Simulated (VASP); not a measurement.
# KI (I4/mmm) in VASP: a series of runs

The runs below take KI through single point, with PBE.

Everything below comes from runs of VASP 6.6.1. Logs are shortened: lines on timing, memory, paths and dates and some standing lists are left out, and cuts for length are marked.

## Step 1: The cell of the first run

The structure is tetragonal, space group I4/mmm (No. 139). Conventional cell: a = 5.383 Å, b = 5.383 Å, c = 6.767 Å, α = 90.00°, β = 90.00°, γ = 90.00°. K (site symmetry 4/mmm) has 6 I at 3.38 to 3.81 Å within 4.4 Å. I (site symmetry 4/mmm) has 6 K at 3.38 to 3.81 Å within 4.4 Å.

## Step 2: Single point, PBE (strain +0.080 along x and y, -0.040 along z)

Input file INCAR:

```
SYSTEM = KI
PREC = Accurate
ENCUT = 520
EDIFF = 1E-6
ISMEAR = 0
SIGMA = 0.05
LREAL = .False.
LASPH = .True.
NELM = 80
ALGO = Normal
ISIF = 2
LWAVE = .False.
LCHARG = .True.
GGA = PE
LELF = .True.
LVHAR = .True.
NBANDS = 15
```

Input file KPOINTS:

```
Automatic mesh
0
Gamma
  6 6 6
  0 0 0
```

Input file POSCAR:

```
KI
1.0
    0.0000000000      3.8065140000      3.3835680000
    3.8065140000      0.0000000000      3.3835680000
    3.8065140000      3.8065140000      0.0000000000
K I
1 1
Direct
    0.0000000000      0.0000000000      0.0000000000
    0.5000000000      0.5000000000      0.5000000000
```

Potentials or basis: VASP PAW PBE potentials, release 64 (K_sv, I).

Run with:

```sh
$ cat potpaw_PBE.64/K_sv/POTCAR potpaw_PBE.64/I/POTCAR > POTCAR
$ mpirun -np 1 vasp_std > vasp.out
```

OUTCAR:

```text
SYSTEM = KI
   PREC = Accurate
   ENCUT = 520
   EDIFF = 1E-6
   ISMEAR = 0
   LREAL = .False.
   LASPH = .True.
   NELM = 80
   ISIF = 2
   GGA = PE

 ion  position               nearest neighbor table
   1  0.000  0.000  0.000-   2 3.38   2 3.38
   2  0.500  0.500  0.500-   1 3.38   1 3.38

  LATTYP: Found a body centered tetragonal cell.
 ALAT       =     5.3832237242
 C/A-ratio  =     1.2570787221

  Lattice vectors:

 A1 = (   0.0000000000,  -3.8065140000,  -3.3835680000)
 A2 = (   0.0000000000,   3.8065140000,  -3.3835680000)
 A3 = (   3.8065140000,   0.0000000000,   3.3835680000)

Analysis of symmetry for initial positions (statically):
=====================================================================
 Subroutine PRICEL returns:
 Original cell was already a primitive cell.

 Routine SETGRP: Setting up the symmetry group for a
 body centered tetragonal supercell.

 Subroutine GETGRP returns: Found 16 space group operations
 (whereof 16 operations were pure point group operations)
 out of a pool of 16 trial point group operations.

The static configuration has the point symmetry D_4h.

Analysis of symmetry for dynamics (positions and initial velocities):
=====================================================================
 Subroutine PRICEL returns:
 Original cell was already a primitive cell.

 Routine SETGRP: Setting up the symmetry group for a
 body centered tetragonal supercell.

 Subroutine GETGRP returns: Found 16 space group operations
 (whereof 16 operations were pure point group operations)
 out of a pool of 16 trial point group operations.

The dynamic configuration has the point symmetry D_4h.

 Subroutine INISYM returns: Found 16 space group operations
 (whereof 16 operations are pure point group operations),
 and found     1 'primitive' translations

----------------------------------------------------------------------------------------

                                     Primitive cell

  volume of cell :      98.0527

  direct lattice vectors                    reciprocal lattice vectors
     0.000000000  3.806514000  3.383568000    -0.131353779  0.131353779  0.147773002
     3.806514000  0.000000000  3.383568000     0.131353779 -0.131353779  0.147773002
     3.806514000  3.806514000  0.000000000     0.131353779  0.131353779 -0.147773002

  length of vectors
     5.092944261  5.092944261  5.383223724     0.237369945  0.237369945  0.237369945

  position of ions in fractional coordinates (direct lattice)
     0.000000000  0.000000000  0.000000000
     0.500000000  0.500000000  0.500000000

  ion indices of the primitive-cell ions
   primitive index   ion index
                 1           1
                 2           2

----------------------------------------------------------------------------------------

 KPOINTS: Automatic mesh

Automatic generation of k-mesh.
 Grid dimensions read from file:
 generate k-points for:    6    6    6

 Generating k-lattice:

  Cartesian coordinates                     Fractional coordinates (reciprocal lattice)
    -0.021892297  0.021892297  0.024628834     0.166666667  0.000000000  0.000000000
     0.021892297 -0.021892297  0.024628834     0.000000000  0.166666667  0.000000000
     0.021892297  0.021892297 -0.024628834    -0.000000000 -0.000000000  0.166666667

  Length of vectors
     0.039561657  0.039561657  0.039561657

  Shift w.r.t. Gamma in fractional coordinates (k-lattice)
     0.000000000  0.000000000  0.000000000

 Subroutine IBZKPT returns following result:
 ===========================================

 Found     30 irreducible k-points:

 Following reciprocal coordinates:
            Coordinates               Weight
  0.000000  0.000000  0.000000      1.000000
  0.166667  0.000000  0.000000      8.000000
  0.333333 -0.000000  0.000000      8.000000
  0.500000  0.000000  0.000000      4.000000
  0.166667  0.166667  0.000000      2.000000
  0.333333  0.166667  0.000000      8.000000
[... 16 lines left out ...]
  0.333333  0.000000  0.333333      4.000000
  0.500000  0.000000  0.333333     16.000000
 [... further k-points ...]
   k-points           NKPTS =     30   k-points in BZ     NKDIM =     30   number of bands    NBANDS=     15
   number of dos      NEDOS =    301   number of ions     NIONS =      2
   total plane-waves  NPLWV =  64000
   dimension x,y,z NGX =    40 NGY =   40 NGZ =   40
   dimension x,y,z NGXF=    80 NGYF=   80 NGZF=   80
   ions per type =               1   1
   NGX,Y,Z   is equivalent  to a cutoff of  13.06, 13.06, 12.35 a.u.
   NGXF,Y,Z  is equivalent  to a cutoff of  26.11, 26.11, 24.71 a.u.
 SYSTEM =  KI
   PREC   = accura    normal or accurate (medium, high low for compatibility)
   ISTART =      0    job   : 0-new  1-cont  2-samecut
   ICHARG =      2    charge: 1-file 2-atom 10-const
   ISPIN  =      1    spin polarized calculation?
   LNONCOLLINEAR =      F non collinear calculations
   LSORBIT =      F    spin-orbit coupling
   LASPH  =      T    aspherical Exc in radial PAW
   ENCUT  =  520.0 eV  38.22 Ry    6.18 a.u.   9.47  9.47 10.01*2*pi/ulx,y,z
   NELM   =     80;   NELMIN=  2; NELMDL= -5     # of ELM steps
   EDIFF  = 0.1E-05   stopping-criterion for ELM
   LREAL  =      F    real-space projection
   EDIFFG = 0.1E-04   stopping-criterion for IOM
   NSW    =      0    number of steps for IOM
   IBRION =     -1    ionic relax: 0-MD 1-quasi-New 2-CG
   NFREE  =      0    steps in history (QN), initial steepest desc. (CG)
   ISIF   =      2    stress and relaxation
   ISYM   =      2    0-nonsym 1-usesym 2-fastsym
   POTIM  = 0.5000    time-step for ionic-motion
   TEBEG  =    0.0;   TEEND  =   0.0 temperature during run
   PSTRESS=    0.0 pullay stress
   NELECT =      16.0000    total number of electrons
   NUPDOWN=      -1.0000    fix difference up-down
   EMIN   =  10.00;   EMAX   =-10.00  energy-range for DOS
   EFERMI =   0.00;   METHOD = LEGACY
   ISMEAR =     0;   SIGMA  =   0.05  broadening in eV -4-tet -1-fermi 0-gaus
   EFERMI_NEDOS =   21; number of points for ismear=-14 and -15
   IALGO  =     38    algorithm
   IMIX   =      4    mixing-type and parameters
     AMIX     =   0.40;   BMIX     =  1.00
     AMIX_MAG =   1.60;   BMIX_MAG =  1.00
  volume/ion in A,a.u.               =      49.03       330.85
  Fermi-wavevector in a.u.,A,eV,Ry     =   0.894599  1.690546 10.888834  0.800307
  Thomas-Fermi vector in A             =   2.016824
   LORBIT       =      0    0 simple, 1 ext, 2 COOP (PROOUT), +10 PAW based schemes
   GGA     = PE    functional components
   LHFCALC =     F    Hartree Fock is set to
   AEXX    =    0.0000 exact exchange contribution
   IVDW    =     0    specifies the selected vdW correction
   LEPSILON=     F    determine dielectric tensor
   LRPA    =     F    only Hartree local field effects (RPA)
 non-spin polarized calculation
 Gauss-broadening in eV      SIGMA  =   0.05
  energy-cutoff  :      520.00
  volume of cell :       98.05
 maximum number of plane-waves:      2659
 NGX is ok and might be reduce to    40
   NGX = 19   NGY = 19   NGZ = 21

 number of electron      16.0000000 magnetization

 Free energy of the ion-electron system (eV)
  ---------------------------------------------------
  ext. energy  EPLUGINS =         0.00000000
  ---------------------------------------------------
  free energy    TOTEN  =        -5.50567895 eV

  energy without entropy =       -5.50567895  energy(sigma->0) =       -5.50567895

 E-fermi :  -0.5975     XC(G=0):  -6.7543

 val. band max:       -0.9234277522   @ k =   0.0000   0.0000   0.0000
 cond. band min:       2.8009309296   @ k =   0.0000   0.0000   0.0000
 fundamental gap:      3.7243586818
 Fermi energy:        -0.5974737380

 k-point     1 :       0.0000    0.0000    0.0000
  band No.  band energies     occupation
      1     -29.5998      2.00000
      2     -13.0838      2.00000
      3     -13.0838      2.00000
      4     -13.0811      2.00000
      5     -11.3025      2.00000
      6      -0.9342      2.00000
      7      -0.9234      2.00000
      8      -0.9234      2.00000
      9       2.8009      0.00000
     10       5.4072      0.00000
     11       5.4072      0.00000
     12       6.0151      0.00000
     13       6.0573      0.00000
     14       6.5174      0.00000
     15       8.7851      0.00000

 k-point     2 :       0.1667    0.0000    0.0000
  band No.  band energies     occupation
      1     -29.5995      2.00000
      2     -13.1081      2.00000
      3     -13.0852      2.00000
      4     -13.0828      2.00000
      5     -11.2500      2.00000
      6      -1.2779      2.00000
      7      -1.0006      2.00000
      8      -0.9990      2.00000
      9       3.3545      0.00000
     10       5.4544      0.00000
     11       5.6817      0.00000
     12       6.1268      0.00000
     13       6.2778      0.00000
     14       6.8233      0.00000
     15       9.3871      0.00000

 k-point     3 :       0.3333   -0.0000    0.0000
  band No.  band energies     occupation
      1     -29.5989      2.00000
      2     -13.1565      2.00000
      3     -13.0881      2.00000
      4     -13.0828      2.00000
      5     -11.1470      2.00000
      6      -1.8206      2.00000
      7      -1.1440      2.00000
      8      -1.1311      2.00000
      9       4.2074      0.00000
     10       5.8165      0.00000
     11       6.2466      0.00000
     12       6.7088      0.00000
     13       7.0664      0.00000
     14       7.5862      0.00000
     15       8.1804      0.00000
[... 343 lines left out ...]
 k-point    23 :       0.3333    0.0000    0.3333
  band No.  band energies     occupation
      1     -29.5988      2.00000
      2     -13.1109      2.00000
      3     -13.0913      2.00000
      4     -13.0877      2.00000
      5     -11.2190      2.00000
      6      -1.6910      2.00000
      7      -1.1756      2.00000
      8      -1.0747      2.00000
      9       4.4304      0.00000
     10       4.4422      0.00000
     11       6.5908      0.00000
     12       6.8709      0.00000
     13       7.3386      0.00000
     14       7.7257      0.00000
     15       8.2648      0.00000

 k-point    24 :       0.5000    0.0000    0.3333
  band No.  band energies     occupation
      1     -29.5985      2.00000
      2     -13.1198      2.00000
      3     -13.1013      2.00000
      4     -13.0890      2.00000
      5     -11.1797      2.00000
      6      -1.7410      2.00000
      7      -1.3664      2.00000
      8      -1.1645      2.00000
      9       4.5387      0.00000
     10       5.0249      0.00000
     11       6.4171      0.00000
     12       7.1360      0.00000
     13       7.5317      0.00000
     14       8.1386      0.00000
     15       8.3169      0.00000

 [... further k-points ...]
[... 5 lines left out ...]
  --------------------------------------------------------------------------------------
  -------------------------------------------------------------------------------------
  Total       -0.5453360     -0.5453360      0.9174746      0.0000000      0.0000000      0.0000000
  in kB       -8.9107653     -8.9107653     14.9914923      0.0000000      0.0000000      0.0000000
  external PRESSURE =      -0.9433461 kB  Pullay stress =       0.0000000 kB

 VOLUME and BASIS-vectors are now :
 -----------------------------------------------------------------------------
  energy-cutoff  :      520.00
  volume of cell :       98.05
      direct lattice vectors                 reciprocal lattice vectors
     0.000000000  3.806514000  3.383568000    -0.131353779  0.131353779  0.147773002
     3.806514000  0.000000000  3.383568000     0.131353779 -0.131353779  0.147773002
     3.806514000  3.806514000  0.000000000     0.131353779  0.131353779 -0.147773002

 POSITION                                       TOTAL-FORCE (eV/Angst)
 -----------------------------------------------------------------------------------
      0.00000      0.00000      0.00000         0.000000      0.000000      0.000000
      3.80651      3.80651      3.38357         0.000000      0.000000      0.000000
 -----------------------------------------------------------------------------------
    total drift:                                0.000000     -0.000000     -0.000000

  FREE ENERGIE OF THE ION-ELECTRON SYSTEM (eV)
  ---------------------------------------------------
  free  energy   TOTEN  =        -5.5056789491 eV

  energy  without entropy=       -5.5056789491  energy(sigma->0) =       -5.50567895
```

It took 49 s on 1 thread of Intel Xeon Platinum 8488C (Sapphire Rapids), shared host; peak memory 0.25 GiB.

What came out:

- Free energy: -5.5057 eV
- Pressure: -0.1 GPa
- Band gap on the k mesh: 3.72 eV, direct

Caveat: the cell differs from its parent crystal (strain +0.080 along x and y, -0.040 along z); spin-orbit coupling is left out, which moves the levels of the heavy elements.

(Part 1 of 2 ends here.)
